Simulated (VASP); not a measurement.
Mo, 1 atom in the cell. The structure is tetragonal, space group I4/mmm (No. 139). The conventional cell has a = 3.142 Å, b = 3.142 Å, c = 3.456 Å, α = 90.00°, β = 90.00°, γ = 90.00°. Within 3.7 Å of Mo (site symmetry 4/mmm) lie 14 Mo at 2.81 to 3.46 Å.  This cell differs from its parent crystal: strain +0.1000 x Voigt [0, 0, 1, 0, 0, 0].

- Program: VASP 6.6.1
- Task: single point
- Functional: PBEsol
- Potentials or basis: VASP PAW PBE potentials, release 64 (Mo_sv)
- Cutoff: 520 eV
- k mesh: 22 × 22 × 22
- Occupations: gaussian, width 0.15 eV
- Spin: no spin polarisation
- Dipole correction: no
- Further INCAR settings: ALGO = Fast; EDIFF = 1e-06; NBANDS = 13

Potentials or basis: VASP PAW PBE potentials, release 64 (Mo_sv).

Run with:

```sh
$ cat potpaw_PBE.64/Mo_sv/POTCAR > POTCAR
$ mpirun -np 1 vasp_std > vasp.out
```

Hardware: 1 thread of Intel(R) Xeon(R) Platinum 8488C (Sapphire Rapids), on a shared host.

**Question.** How long does it take, and how much memory?

**Answer.** It took 73 s on 1 thread of Intel(R) Xeon(R) Platinum 8488C (Sapphire Rapids), on a shared host, peak memory 0.28 GiB. Counts: scf iterations 12, k points 834.
